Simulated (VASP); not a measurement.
# ZnS (Fm-3m) in VASP: further runs, part 3 of 3

VASP 6.6.1.

### Step 4. Single point, PBE (16.63 Å³/atom)

This run uses another cell than the first one, of 16.63 Å³/atom.

INCAR reads:

```
SYSTEM = ZnS
PREC = Accurate ; ENCUT = 520
EDIFF = 1E-6 ; ISMEAR = 0
SIGMA = 0.05 ; LREAL = .False.
LASPH = .True. ; NELM = 100
ALGO = Normal ; ISIF = 2
LWAVE = .False. ; LCHARG = .False.
GGA = PE ; NBANDS = 16
```

KPOINTS reads:

```
regular mesh
0
Gamma
  6 6 6
  0 0 0
```

POSCAR reads:

```
ZnS
1.0
    0.0000000000      2.5526873887      2.5526873887
    2.5526873887      0.0000000000      2.5526873887
    2.5526873887      2.5526873887      0.0000000000
S Zn
1 1
Direct
    0.0000000000      0.0000000000      0.0000000000
    0.5000000000      0.5000000000      0.5000000000
```

Potentials or basis: VASP PAW PBE potentials, release 64 (S, Zn).

Command:

```bash
> cat potpaw_PBE.64/S/POTCAR potpaw_PBE.64/Zn/POTCAR > POTCAR
> mpirun -np 1 vasp_std > vasp.out
```

OUTCAR:

```text
SYSTEM = ZnS
   PREC = Accurate
   ENCUT = 520
   EDIFF = 1E-6
   ISMEAR = 0
   LREAL = .False.
   LASPH = .True.
   NELM = 100
   ISIF = 2
   GGA = PE

 ion  position               nearest neighbor table
   1  0.000  0.000  0.000-   2 2.55   2 2.55   2 2.55   2 2.55   2 2.55   2 2.55
   2  0.500  0.500  0.500-   1 2.55   1 2.55   1 2.55   1 2.55   1 2.55   1 2.55

  LATTYP: Found a face centered cubic cell.
 ALAT       =     5.1053747774

  Lattice vectors:

 A1 = (   0.0000000000,   2.5526873887,   2.5526873887)
 A2 = (   2.5526873887,   0.0000000000,   2.5526873887)
 A3 = (   2.5526873887,   2.5526873887,   0.0000000000)

Analysis of symmetry for initial positions (statically):
=====================================================================
 Subroutine PRICEL returns:
 Original cell was already a primitive cell.

 Routine SETGRP: Setting up the symmetry group for a
 face centered cubic supercell.

 Subroutine GETGRP returns: Found 48 space group operations
 (whereof 48 operations were pure point group operations)
 out of a pool of 48 trial point group operations.

The static configuration has the point symmetry O_h .

Analysis of symmetry for dynamics (positions and initial velocities):
=====================================================================
 Subroutine PRICEL returns:
 Original cell was already a primitive cell.

 Routine SETGRP: Setting up the symmetry group for a
 face centered cubic supercell.

 Subroutine GETGRP returns: Found 48 space group operations
 (whereof 48 operations were pure point group operations)
 out of a pool of 48 trial point group operations.

The dynamic configuration has the point symmetry O_h .

 Subroutine INISYM returns: Found 48 space group operations
 (whereof 48 operations are pure point group operations),
 and found     1 'primitive' translations

----------------------------------------------------------------------------------------

                                     Primitive cell

  volume of cell :      33.2677

  direct lattice vectors                    reciprocal lattice vectors
     0.000000000  2.552687389  2.552687389    -0.195872006  0.195872006  0.195872006
     2.552687389  0.000000000  2.552687389     0.195872006 -0.195872006  0.195872006
     2.552687389  2.552687389  0.000000000     0.195872006  0.195872006 -0.195872006

  length of vectors
     3.610045126  3.610045126  3.610045126     0.339260267  0.339260267  0.339260267

  position of ions in fractional coordinates (direct lattice)
     0.000000000  0.000000000  0.000000000
     0.500000000  0.500000000  0.500000000

  ion indices of the primitive-cell ions
   primitive index   ion index
                 1           1
                 2           2

----------------------------------------------------------------------------------------

 KPOINTS: regular mesh

Automatic generation of k-mesh.
 Grid dimensions read from file:
 generate k-points for:    6    6    6

 Generating k-lattice:

  Cartesian coordinates                     Fractional coordinates (reciprocal lattice)
    -0.032645334  0.032645334  0.032645334     0.166666667  0.000000000  0.000000000
     0.032645334 -0.032645334  0.032645334     0.000000000  0.166666667  0.000000000
     0.032645334  0.032645334 -0.032645334     0.000000000  0.000000000  0.166666667

  Length of vectors
     0.056543378  0.056543378  0.056543378

  Shift w.r.t. Gamma in fractional coordinates (k-lattice)
     0.000000000  0.000000000  0.000000000

 Subroutine IBZKPT returns following result:
 ===========================================

 Found     16 irreducible k-points:

 Following reciprocal coordinates:
            Coordinates               Weight
  0.000000  0.000000  0.000000      1.000000
  0.166667  0.000000  0.000000      8.000000
  0.333333  0.000000  0.000000      8.000000
  0.500000  0.000000  0.000000      4.000000
  0.166667  0.166667  0.000000      6.000000
  0.333333  0.166667  0.000000     24.000000
[... 8 lines left out ...]
 -0.333333  0.333333  0.166667     24.000000
 -0.333333  0.500000  0.166667     12.000000
   k-points           NKPTS =     16   k-points in BZ     NKDIM =     16   number of bands    NBANDS=     16
   number of dos      NEDOS =    301   number of ions     NIONS =      2
   total plane-waves  NPLWV =  21952
   dimension x,y,z NGX =    28 NGY =   28 NGZ =   28
   dimension x,y,z NGXF=    56 NGYF=   56 NGZF=   56
   ions per type =               1   1
   NGX,Y,Z   is equivalent  to a cutoff of  12.89, 12.89, 12.89 a.u.
   NGXF,Y,Z  is equivalent  to a cutoff of  25.79, 25.79, 25.79 a.u.
 SYSTEM =  ZnS
   PREC   = accura    normal or accurate (medium, high low for compatibility)
   ISTART =      0    job   : 0-new  1-cont  2-samecut
   ICHARG =      2    charge: 1-file 2-atom 10-const
   ISPIN  =      1    spin polarized calculation?
   LNONCOLLINEAR =      F non collinear calculations
   LSORBIT =      F    spin-orbit coupling
   LASPH  =      T    aspherical Exc in radial PAW
   ENCUT  =  520.0 eV  38.22 Ry    6.18 a.u.   6.71  6.71  6.71*2*pi/ulx,y,z
   NELM   =    100;   NELMIN=  2; NELMDL= -5     # of ELM steps
   EDIFF  = 0.1E-05   stopping-criterion for ELM
   LREAL  =      F    real-space projection
   EDIFFG = 0.1E-04   stopping-criterion for IOM
   NSW    =      0    number of steps for IOM
   IBRION =     -1    ionic relax: 0-MD 1-quasi-New 2-CG
   NFREE  =      0    steps in history (QN), initial steepest desc. (CG)
   ISIF   =      2    stress and relaxation
   ISYM   =      2    0-nonsym 1-usesym 2-fastsym
   POTIM  = 0.5000    time-step for ionic-motion
   TEBEG  =    0.0;   TEEND  =   0.0 temperature during run
   PSTRESS=    0.0 pullay stress
   NELECT =      18.0000    total number of electrons
   NUPDOWN=      -1.0000    fix difference up-down
   EMIN   =  10.00;   EMAX   =-10.00  energy-range for DOS
   EFERMI =   0.00;   METHOD = LEGACY
   ISMEAR =     0;   SIGMA  =   0.05  broadening in eV -4-tet -1-fermi 0-gaus
   EFERMI_NEDOS =   21; number of points for ismear=-14 and -15
   IALGO  =     38    algorithm
   IMIX   =      4    mixing-type and parameters
     AMIX     =   0.40;   BMIX     =  1.00
     AMIX_MAG =   1.60;   BMIX_MAG =  1.00
  volume/ion in A,a.u.               =      16.63       112.25
  Fermi-wavevector in a.u.,A,eV,Ry     =   1.334007  2.520907 24.212575  1.779574
  Thomas-Fermi vector in A             =   2.462821
   LORBIT       =      0    0 simple, 1 ext, 2 COOP (PROOUT), +10 PAW based schemes
   GGA     = PE    functional components
   LHFCALC =     F    Hartree Fock is set to
   AEXX    =    0.0000 exact exchange contribution
   IVDW    =     0    specifies the selected vdW correction
   LEPSILON=     F    determine dielectric tensor
   LRPA    =     F    only Hartree local field effects (RPA)
 non-spin polarized calculation
 Gauss-broadening in eV      SIGMA  =   0.05
  energy-cutoff  :      520.00
  volume of cell :       33.27
 maximum number of plane-waves:       934
   NGX = 13   NGY = 13   NGZ = 13

 number of electron      18.0000002 magnetization

 Free energy of the ion-electron system (eV)
  ---------------------------------------------------
  ext. energy  EPLUGINS =         0.00000000
  ---------------------------------------------------
  free energy    TOTEN  =        -6.21029458 eV

  energy without entropy =       -6.20903967  energy(sigma->0) =       -6.20966713

 E-fermi :   3.8002     XC(G=0): -10.7809

 val. band max:        3.7762699825   @ k =  -0.1667   0.1667   0.0000
 cond. band min:       4.9903685974   @ k =   0.3333   0.3333   0.0000
 fundamental gap:      1.2140986149
 Fermi energy:         3.8001853537

 k-point     1 :       0.0000    0.0000    0.0000
  band No.  band energies     occupation
      1      -9.9686      2.00000
      2      -2.4605      2.00000
      3      -2.4605      2.00000
      4      -2.4461      2.00000
      5      -2.4461      2.00000
      6      -2.4461      2.00000
[... 8 lines left out ...]
     15      15.3113      0.00000
     16      15.3113      0.00000
[... 267 lines left out ...]
 k-point    16 :      -0.3333    0.5000    0.1667
  band No.  band energies     occupation
      1      -8.0488      2.00000
      2      -2.5907      2.00000
      3      -2.5732      2.00000
      4      -2.4444      2.00000
      5      -2.2369      2.00000
      6      -1.9280      2.00000
[... 8 lines left out ...]
     15      18.7751      0.00000
     16      19.7368      0.00000

------------------------ aborting loop because EDIFF is reached ----------------------------------------

  FORCE on cell =-STRESS in cart. coord.  units (eV):
  Direction    XX          YY          ZZ          XY          YZ          ZX
  --------------------------------------------------------------------------------------
  -------------------------------------------------------------------------------------
  Total        0.0271817      0.0271817      0.0271817      0.0000000      0.0000000     -0.0000000
  in kB        1.3090750      1.3090750      1.3090750      0.0000000      0.0000000     -0.0000000
  external PRESSURE =       1.3090750 kB  Pullay stress =       0.0000000 kB

 VOLUME and BASIS-vectors are now :
 -----------------------------------------------------------------------------
  energy-cutoff  :      520.00
  volume of cell :       33.27
      direct lattice vectors                 reciprocal lattice vectors
     0.000000000  2.552687389  2.552687389    -0.195872006  0.195872006  0.195872006
     2.552687389  0.000000000  2.552687389     0.195872006 -0.195872006  0.195872006
     2.552687389  2.552687389  0.000000000     0.195872006  0.195872006 -0.195872006

 POSITION                                       TOTAL-FORCE (eV/Angst)
 -----------------------------------------------------------------------------------
      0.00000      0.00000      0.00000        -0.000000      0.000000     -0.000000
      2.55269      2.55269      2.55269         0.000000     -0.000000      0.000000
 -----------------------------------------------------------------------------------
    total drift:                                0.000000      0.000000      0.000000

  FREE ENERGIE OF THE ION-ELECTRON SYSTEM (eV)
  ---------------------------------------------------
  free  energy   TOTEN  =        -6.2102945800 eV

  energy  without entropy=       -6.2090396715  energy(sigma->0) =       -6.20966713
```

Wall time 6.9 s (1 thread of AMD EPYC 7R13 (Zen 3), shared host); peak memory 0.12 GiB.

Results:

| Property | Result |
| --- | --- |
| Free energy | -6.2103 eV |
| Pressure | 0.1 GPa |
| Band gap on the k mesh | zero (bands 9 and 10 overlap by 0.28 eV) |

Caveat: semilocal functionals underestimate gaps, so a narrow gap can read as zero.

### Step 5. Overview

```csv
cell,gap on the mesh (eV),pressure (GPa)
"a = 3.654 Å, angles 60.0°, 2 atoms",none,-2.8
"a = 3.631 Å, angles 60.0°, 2 atoms",none,-1.3
"a = 3.610 Å, angles 60.0°, 2 atoms",none,0.1
```

Alike in all rows: task single point; level PBE; potentials or basis VASP PAW PBE potentials, release 64 (S, Zn); no spin polarisation; k mesh 6 × 6 × 6; cutoff (eV) 520; smearing gaussian 0.05 eV.

Caveats: semilocal functionals underestimate gaps, so a narrow gap can read as zero.

Absolute energies hang on the potentials; compare differences alone.
